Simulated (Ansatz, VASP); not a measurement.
## GaN in VASP and in Ansatz

```
CELL_PARAMETERS angstrom
3.15181 0.00000 0.00000
-1.57591 2.72955 0.00000
0.00000 0.00000 5.13840
ATOMIC_POSITIONS crystal
Ga 0.33333 0.66667 0.99930
Ga 0.66667 0.33333 0.49930
N 0.33333 0.66667 0.37570
N 0.66667 0.33333 0.87570
```

Change from the starting cell: unstrained.

Alike in both runs: task single point; functional LDA; k mesh 8 × 8 × 4; no spin polarisation.

|  | VASP | Ansatz |
| --- | --- | --- |
| version | VASP 6.6.1 | Ansatz 0.2.0 |
| potentials or method | VASP PAW LDA potentials, release 64 (Ga_d, N), cutoff 520 eV | all-electron LAPW, scalar-relativistic |
| occupations | gaussian, width 0.01 eV | fixed |

```tsv
	VASP	Ansatz	Ansatz less VASP
gap on the k mesh at the Fermi level (eV)	2.15	2.14	-0.010
pressure (GPa)	1.1	0.2	-0.89
```

LDA's correlation is that of Perdew and Zunger in VASP and of Perdew and Wang (1992) in Ansatz. Ansatz ran all-electron here, and VASP with PAW potentials.
